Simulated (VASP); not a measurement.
Here is a VASP 6.6.1 calculation.

The input POSCAR:

```
Ta
1.0
   -1.6539393862      1.6539393862      1.6539393862
    1.6539393862     -1.6539393862      1.6539393862
    1.6539393862      1.6539393862     -1.6539393862
Ta
1
Direct
    0.0000000000      0.0000000000      0.0000000000
```

File INCAR.step1:

```
PREC = Accurate
ENCUT = 520
ISMEAR = -1
SIGMA = 0.15
LREAL = False
LASPH = True
NELM = 60
NBANDS = 12
GGA = PE
ALGO = Normal
EDIFF = 1E-4
LWAVE = True
LCHARG = False
```

Contents of INCAR.step2:

```
PREC = Accurate
ENCUT = 520
EDIFF = 1E-6
ISMEAR = -1
SIGMA = 0.15
LREAL = False
LASPH = True
NELM = 60
ALGO = Normal
ISIF = 2
LWAVE = False
LCHARG = True
METAGGA = R2SCAN
LMIXTAU = True
LELF = True
LVHAR = True
NBANDS = 12
ISTART = 1
```

Contents of KPOINTS:

```
regular mesh
0
Gamma
  16 16 16
```

Potentials or basis: VASP PAW PBE potentials, release 64 (Ta_pv).

The run is started by

```sh
$ cat potpaw_PBE.64/Ta_pv/POTCAR > POTCAR
$ cp INCAR.step1 INCAR
$ mpirun -np 1 vasp_std > vasp.out
$ cp INCAR.step2 INCAR
$ mpirun -np 1 vasp_std > vasp.out
```

Question: Estimate the pressure.

Answer: 0.6 GPa.

Caveat: the PAW data sets were made with another functional, which shifts forces and pressure a little.
